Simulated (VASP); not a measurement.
Wanted: the native input for a VASP 6.6.1 run.

| Item | Value |
| --- | --- |
| Task | single point |
| Functional | PBEsol |
| Potentials or basis | VASP PAW PBE potentials, release 64 (Ir) |
| Cutoff | 520 eV |
| k mesh | 21 × 21 × 12 |
| Occupations | gaussian, width 0.15 eV |
| Spin | collinear spin |
| Starting moments | [0.8, 0.8] μB |
| Fixed moment | 1.6 μB |
| Dipole correction | no |
| Further INCAR settings | ALGO = Normal; EDIFF = 1e-06; NBANDS = 20 |

The structure of Ir lies in POSCAR:

```
Ir
1.0
    2.7188340441      0.0000000000      0.0000000000
   -1.3594170221      2.3545793509      0.0000000000
    0.0000000000      0.0000000000      4.4080676386
Ir
2
Direct
    0.6666666667      0.3333333333      0.7500000000
    0.3333333333      0.6666666667      0.2500000000
```

This isn't the form of Ir at room conditions, which is fcc.

These files were run (other wordings do the same):

INCAR

```
PREC = Accurate ; ENCUT = 520
EDIFF = 1E-6 ; ISMEAR = 0
SIGMA = 0.15 ; LREAL = F
LASPH = T ; NELM = 150
ALGO = Normal ; ISIF = 2
LWAVE = F ; LCHARG = F
ISPIN = 2 ; MAGMOM = 0.8 0.8
LORBIT = 11 ; NUPDOWN = 1.6
LMAXMIX = 4 ; GGA = PS
NBANDS = 20
```

KPOINTS

```
regular mesh
0
Gamma
  21 21 12
```

Potentials or basis: VASP PAW PBE potentials, release 64 (Ir).

Run with:

```sh
$ cat potpaw_PBE.64/Ir/POTCAR > POTCAR
$ mpirun -np 1 vasp_std > vasp.out
```

It gave:

```
Pressure                                              : 6.7 GPa
Net moment                                            : 1.60 μB per cell
Site moments                                          : Ir +0.78 μB
Valence electrons inside the program's atomic spheres : Ir 8.40
```

Caveat: the cell stands under pressure; the PAW data sets were made with another functional, which shifts forces and pressure a little; the total moment is fixed, so each spin has its own Fermi level.

Run time: 3.1 min on 1 thread of Intel(R) Xeon(R) Platinum 8559C (Emerald Rapids), on a shared host, peak memory 0.35 GiB.
